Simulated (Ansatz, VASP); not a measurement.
Pd in VASP and in Ansatz

The input INCAR:

```
PREC     = Accurate       # precision mode
ENCUT    = 520            # plane-wave cutoff, eV
EDIFF    = 1E-6           # SCF threshold, eV
ISMEAR   = -1             # smearing method
SIGMA    = 0.1            # smearing width, eV
LREAL    = F              # projectors in reciprocal space
LASPH    = T              # aspherical terms in the spheres
NELM     = 80             # most SCF steps
ALGO     = Normal         # electronic algorithm
ISIF     = 2              # what is computed and relaxed
LWAVE    = F              # write WAVECAR
LCHARG   = F              # write CHGCAR
GGA      = PS             # functional
NBANDS   = 22             # bands
```

Contents of KPOINTS:

```
Automatic mesh
0
Gamma
  9 9 13
```

POSCAR

```
Pd
1.0
    4.4839044932      0.0000000000      0.0000000000
   -2.2419522466      3.8831751993      0.0000000000
    0.0000000000      0.0000000000      2.6683945408
Pd
3
Direct
    0.0000000000      0.0000000000      0.0000000000
    0.3333333333      0.6666666667      0.5000000000
    0.6666666667      0.3333333333      0.5000000000
```

Input for Ansatz:

```yaml
crystal:
  lattice:
    - [4.4839044932, 0.0, 0.0]
    - [-2.2419522466, 3.8831751993, 0.0]
    - [0.0, 0.0, 2.6683945408]
  atoms:
    - { symbol: Pd, position: [0.0, 0.0, 0.0] }
    - { symbol: Pd, position: [0.3333333333, 0.6666666667, 0.5] }
    - { symbol: Pd, position: [0.6666666667, 0.3333333333, 0.5] }
hamiltonian:
  xc: pbesol
  pseudopotentials:
    kind: paw
    azcp:
      Pd: "pseudopotentials/Pd.paw.azcp"
basis:
  ecutwfc: 420
  fft_grid_basis: typed
kpoints:
  mp_grid: { grid: [9, 9, 13], shift: [0, 0, 0] }
magnetization:
  spin_polarized: false
scf:
  occupations: { method: fermi_dirac, width: 0.1 }
  lower_state_search: "off"
output:
  stress: true
  write_density: true
  write_potential: true
  elf: true
  volumetric_format: npy
```

Alike in both runs: task single point; functional PBEsol; k mesh 9 × 9 × 13; occupations fermi-dirac, width 0.1 eV; no spin polarisation.

|  | VASP | Ansatz |
| --- | --- | --- |
| version | VASP 6.6.1 | Ansatz 0.2.0 |
| potentials or method | VASP PAW PBE potentials, release 64 (Pd), cutoff 520 eV | plane waves (420 eV) with PAW, scalar-relativistic |
| valence electrons in the cell | 30 | 54 |

```csv
,VASP,Ansatz,Ansatz less VASP
pressure (GPa),-7.0,-6.6,+0.37
"traceless stress, the component that is largest in VASP (GPa)",0.24,0.21,-0.039
```

VASP's potentials were made for PBE, not for PBEsol, and Ansatz warns of the same on its side. The functional is the same, so the differences come from potentials, cutoffs and numerics. VASP's potentials hold 30 valence electrons a cell and Ansatz's 54, so a difference there can come from the potentials and not from the codes.
